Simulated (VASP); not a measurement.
Here is a VASP 6.6.1 calculation.

Contents of INCAR:

```
SYSTEM = AgCl
PREC     = Accurate       ! precision mode
ENCUT    = 520            ! plane-wave cutoff, eV
EDIFF    = 1E-6           ! SCF threshold, eV
ISMEAR   = 0              ! smearing method
SIGMA    = 0.05           ! smearing width, eV
LREAL    = .False.        ! projectors in reciprocal space
LASPH    = .True.         ! aspherical terms in the spheres
NELM     = 80             ! most SCF steps
ALGO     = Normal         ! electronic algorithm
ISIF     = 2              ! what is computed and relaxed
LWAVE    = .False.        ! write WAVECAR
LCHARG   = .False.        ! write CHGCAR
GGA      = PE             ! functional
NBANDS   = 16             ! bands
```

Contents of KPOINTS:

```
regular mesh
0
Gamma
  8 8 8
  0 0 0
```

Contents of POSCAR:

```
AgCl
1.0
    0.0000000000      2.7731500000      2.8840760000
    2.7731500000      0.0000000000      2.8840760000
    2.7731500000      2.7731500000      0.0000000000
Ag Cl
1 1
Direct
    0.5000000000      0.5000000000      0.5000000000
    0.0000000000      0.0000000000      0.0000000000
```

Potentials or basis: VASP PAW PBE potentials, release 64 (Ag, Cl).

Launch:

```console
$ cat potpaw_PBE.64/Ag/POTCAR potpaw_PBE.64/Cl/POTCAR > POTCAR
$ mpirun -np 1 vasp_std > vasp.out
```

**Question.** What does it give for the pressure?

**Answer.** -0.2 GPa.

**Question.** What does it give for the band gap on the k mesh?

**Answer.** 0.81 eV (least direct gap 3.02 eV).

Stress tensor (GPa, compression positive):
```
 0.01  0.00  0.00
 0.00  0.01  0.00
 0.00  0.00 -0.55
```

Caveat: the cell differs from its parent crystal (strain +0.000 along x and y, +0.040 along z). A k mesh can miss the band edges.
